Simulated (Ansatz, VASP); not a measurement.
P2C in VASP and in Ansatz

File INCAR:

```
SYSTEM = P2C
PREC = Accurate
ENCUT = 520
EDIFF = 1E-7
ISMEAR = 0
SIGMA = 0.1
LREAL = .FALSE.
LASPH = .TRUE.
NELM = 150
ALGO = Normal
ISIF = 2
LWAVE = .FALSE.
LCHARG = .FALSE.
ISPIN = 2
MAGMOM = 0 0 0 0 1 1
LORBIT = 11
GGA = PE
NBANDS = 27
```

File KPOINTS:

```
Automatic mesh
0
G
  6 6 4
  0 0 0
```

File POSCAR:

```
P2C
1.0
    2.8858172300      0.0000000000      0.0000000000
    0.0000000000      2.8858172300      0.0000000000
    0.0000000000      0.0000000000      7.3017669800
P C
4 2
Direct
    0.0000000000      0.5000000000      0.3813569400
    0.5000000000      0.0000000000      0.1186430600
    0.0000000000      0.5000000000      0.6186430600
    0.5000000000      0.0000000000      0.8813569400
    0.0000000000      0.0000000000      0.7500000000
    0.0000000000      0.0000000000      0.2500000000
```

Input for Ansatz:

```yaml
crystal:
  lattice:
    - [2.88581723, 0.0, 0.0]
    - [0.0, 2.88581723, 0.0]
    - [0.0, 0.0, 7.30176698]
  atoms:
    - { symbol: P, position: [0.0, 0.5, 0.38135694] }
    - { symbol: P, position: [0.5, 0.0, 0.11864306] }
    - { symbol: P, position: [0.0, 0.5, 0.61864306] }
    - { symbol: P, position: [0.5, 0.0, 0.88135694] }
    - { symbol: C, position: [0.0, 0.0, 0.75], spin: 1.0 }
    - { symbol: C, position: [0.0, 0.0, 0.25], spin: 1.0 }
basis:
  ecutwfc: 420
kpoints:
  mp_grid: { grid: [6, 6, 4] }
hamiltonian:
  xc: pbe
scf:
  occupations: { method: gaussian, width: 0.1 }
  lower_state_search: "off"
output:
  forces: true
  stress: true
  eigenvalues: true
  populations: true
magnetization:
  spin_polarized: true
```

Alike in both runs: task single point; functional PBE; k mesh 6 × 6 × 4; occupations gaussian, width 0.1 eV; collinear spin.

|  | VASP | Ansatz |
| --- | --- | --- |
| version | VASP 6.6.1 | Ansatz 0.2.0 |
| potentials or method | VASP PAW PBE potentials, release 64 (P, C), cutoff 520 eV | scalar-relativistic, plane waves, PAW |
| valence electrons in the cell | 28 | 28 |

VASP gave:

- gap on the k mesh at the Fermi level (eV): none
- rms of the force components (eV/Å): 3.763
- net moment per atom (μB): 0.00

**Question.** Estimate Ansatz's values.

**Answer.** gap on the k mesh at the Fermi level (eV): none; rms of the force components (eV/Å): 3.848; net moment per atom (μB): 0.00.

Atom by atom the forces differ by 0.085 eV/Å (rms over components). A gap of «none» marks a metal or a gap that the smearing closes. The functional is the same, so the differences come from potentials, cutoffs and numerics. Ansatz's warnings: seeded moment not kept.

The k mesh is coarse, so the values compare programs but aren't converged.
